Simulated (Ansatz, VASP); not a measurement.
Two plane-wave programs on Y2S

Contents of INCAR:

```
PREC = Accurate
ENCUT = 520
EDIFF = 1E-6
ISMEAR = 0
SIGMA = 0.1
LREAL = False
LASPH = True
NELM = 60
ALGO = Normal
ISIF = 2
LWAVE = False
LCHARG = False
GGA = PE
NBANDS = 21
```

The input KPOINTS:

```
regular mesh
0
Gamma
  4 4 6
```

POSCAR

```
Y2S
1.0
    4.9332723400      0.0000000000      0.0000000000
    0.0000000000      4.9332723400      0.0000000000
    0.0000000000      0.0000000000      3.4883503300
Y S
2 1
Direct
    0.0000000000      0.5000000000      0.0000000000
    0.5000000000      0.0000000000      0.0000000000
    0.5000000000      0.5000000000      0.5000000000
```

Input for Ansatz:

```yaml
crystal:
  lattice:
    - [4.93327234, 0.0, 0.0]
    - [0.0, 4.93327234, 0.0]
    - [0.0, 0.0, 3.48835033]
  atoms:
    - { symbol: "Y", position: [0.0, 0.5, 0.0] }
    - { symbol: "Y", position: [0.5, 0.0, 0.0] }
    - { symbol: S, position: [0.5, 0.5, 0.5] }
basis:
  ecutwfc: 420
kpoints:
  mp_grid: { grid: [4, 4, 6] }
hamiltonian:
  xc: pbe
scf:
  occupations: { method: gaussian, width: 0.1 }
  lower_state_search: "off"
output:
  forces: true
  stress: true
  eigenvalues: true
```

Change from the starting cell: ordered vacancies on the anion sites of caesium chloride (P4/mmm, No. 123).

Alike in both runs: task single point; functional PBE; k mesh 4 × 4 × 6; occupations gaussian, width 0.1 eV; no spin polarisation.

|  | VASP | Ansatz |
| --- | --- | --- |
| version | VASP 6.6.1 | Ansatz 0.2.0 |
| potentials or method | VASP PAW PBE potentials, release 64 (Y_sv, S), cutoff 520 eV | scalar-relativistic, plane waves, PAW |
| valence electrons in the cell | 28 | 28 |

```csv
,VASP,Ansatz,Ansatz less VASP
gap on the k mesh at the Fermi level (eV),none,none,-
pressure (GPa),-6.3,-6.3,+0.03
"traceless stress, the component that is largest in VASP (GPa)",2.97,2.97,+0.001
```

A gap of «none» marks a metal or a gap that the smearing closes. The functional is the same, so the differences come from potentials, cutoffs and numerics.
